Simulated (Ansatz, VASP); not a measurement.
## One calculation of W, two programs

```
CELL_PARAMETERS angstrom
0.00000 2.63050 2.63050
2.63050 0.00000 2.63050
2.63050 2.63050 0.00000
ATOMIC_POSITIONS crystal
W 0.50000 0.50000 0.50000
W 0.75000 0.75000 0.75000
```

Alike in both runs: task relaxation of cell and atoms; functional PBE; k mesh 6 × 6 × 6; occupations gaussian, width 0.1 eV; no spin polarisation.

|  | VASP | Ansatz |
| --- | --- | --- |
| version | VASP 6.6.1 | Ansatz 0.2.0 |
| potentials or method | VASP PAW PBE potentials, release 64 (W_sv), cutoff 600 eV | scalar-relativistic, plane waves, PAW |
| valence electrons in the cell | 28 | 28 |

Ansatz gave:

| Item | Value |
| --- | --- |
| gap on the k mesh at the Fermi level, each at its own relaxed structure (eV) | none |
| relaxed volume (Å³/atom) | 24.71 |
| relaxed cell length with the largest relative difference (Å) | 4.119 |

**Question.** Estimate VASP's values.

**Answer.** gap on the k mesh at the Fermi level, each at its own relaxed structure (eV): none; relaxed volume (Å³/atom): 24.84; relaxed cell length with the largest relative difference (Å): 4.126.

A gap of «none» marks a metal or a gap that the smearing closes.

Spin-orbit coupling is off throughout. Noted on VASP's run: the volume moved by over 15 % at a fixed basis, so the end points are rough.
